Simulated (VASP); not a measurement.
Input of a VASP 6.6.1 run:

Contents of INCAR:

```
  PREC = Accurate
  ENCUT = 520
  EDIFF = 1E-7
  ISMEAR = -1
  SIGMA = 0.05
  LREAL = False
  LASPH = True
  NELM = 150
  ALGO = Normal
  ISIF = 2
  LWAVE = False
  LCHARG = True
  ISPIN = 2
  MAGMOM = 0.83 0.83
  LORBIT = 11
  LMAXMIX = 4
  GGA = PS
  LELF = True
  LVHAR = True
  NBANDS = 21
```

The input KPOINTS:

```
Automatic mesh
0
Gamma
  12 12 12
```

File POSCAR:

```
Ni
1.0
    0.0000000000      2.4696734961      2.4696734961
    2.4696734961      0.0000000000      2.4696734961
    2.4696734961      2.4696734961      0.0000000000
Ni
2
Direct
    0.1250000000      0.1250000000      0.1250000000
    0.8750000000      0.8750000000      0.8750000000
```

Potentials or basis: VASP PAW PBE potentials, release 64 (Ni).

Run with:

```console
$ cat potpaw_PBE.64/Ni/POTCAR > POTCAR
$ mpirun -np 1 vasp_std > vasp.out
```

Q: Predict the site moments.

A: Ni +0.77 μB.

Q: Estimate the net moment.

A: 1.55 μB per cell.

Q: What does it give for the pressure?

A: 4.6 GPa.

Caveat: the PAW data sets were made with another functional, which shifts forces and pressure a little.
